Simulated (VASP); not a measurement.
Write the native input for VASP 6.6.1 that does the following.

* Task: single point
* Functional: PBEsol
* Potentials or basis: VASP PAW PBE potentials, release 64 (K_sv, Br)
* Cutoff: 520 eV
* k mesh: 6 × 6 × 6
* Occupations: gaussian, width 0.01 eV
* Spin: no spin polarisation
* Dipole correction: no
* Further INCAR settings: ALGO = Normal; EDIFF = 1e-06; NBANDS = 15

The structure of KBr lies in POSCAR:

```
KBr
1.0
    3.5241931963      3.5241931963      0.0000000000
   -3.5241931963      3.5241931963      0.0000000000
    0.0000000000      3.5241931963      3.5241931963
K Br
1 1
Direct
    0.0000000000      0.0000000000      0.0000000000
    0.5000000000      0.5000000000      0.0000000000
```

These files were run (other wordings do the same):

INCAR

```
PREC = Accurate ; ENCUT = 520
EDIFF = 1E-6 ; ISMEAR = 0
SIGMA = 0.01 ; LREAL = False
LASPH = True ; NELM = 60
ALGO = Normal ; ISIF = 2
LWAVE = False ; LCHARG = False
GGA = PS ; NBANDS = 15
```

KPOINTS

```
Automatic mesh
0
Gamma
  6 6 6
```

Potentials or basis: VASP PAW PBE potentials, release 64 (K_sv, Br).

The run is started by

```sh
$ cat potpaw_PBE.64/K_sv/POTCAR potpaw_PBE.64/Br/POTCAR > POTCAR
$ mpirun -np 1 vasp_std > vasp.out
```

It gave:

```yaml
Pressure: -2.0 GPa
Band_gap_on_the_k_mesh: 3.86 eV, direct
```

Caveat: the PAW data sets were made with another functional, which shifts forces and pressure a little.

Wall time 18 s on 1 thread of Intel(R) Xeon(R) Platinum 8488C (Sapphire Rapids) (shared host), peak memory 0.24 GiB.
